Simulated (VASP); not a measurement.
# SiC: single point with r2SCAN

The system is SiC.

```
Si C
1.0
     0.00000    2.22077    2.22077
     2.22077    0.00000    2.22077
     2.22077    2.22077    0.00000
Si C
1 1
Cartesian
  1.1104 1.1104 1.1104
  0.0000 0.0000 0.0000
```

```yaml
Program: VASP 6.6.1
Task: single point
Functional: r2SCAN
Potentials_or_basis: VASP PAW PBE potentials, release 64 (Si, C)
Cutoff: 660 eV
k_mesh: 8 × 8 × 8
Occupations: gaussian, width 0.01 eV
Spin: no spin polarisation
```

```
Pressure               : -12.1 GPa
Band gap on the k mesh : 1.76 eV (least direct gap 4.98 eV)
```

Levels at points of the mesh, in eV from the valence-band top:
| k point | band 2 | band 3 | band 4 | band 5 | band 6 | band 7 |
| --- | --- | --- | --- | --- | --- | --- |
| (0.00, 0.00, 0.00) | 0.00 | 0.00 | 0.00 | 6.12 | 7.44 | 7.44 |
| (0.50, 0.00, 0.00) | -8.51 | -1.09 | -1.09 | 5.45 | 7.50 | 7.50 |
| (0.50, 0.50, 0.00) | -7.88 | -3.22 | -3.22 | 1.76 | 4.60 | 14.43 |

Wall time 70 s on 1 thread of Intel Xeon 8259CL (shared host), peak memory 0.16 GiB.

Caveat: the cell stands under tension; the PAW data sets were made with another functional, which shifts forces and pressure a little. A k mesh can miss the band edges.
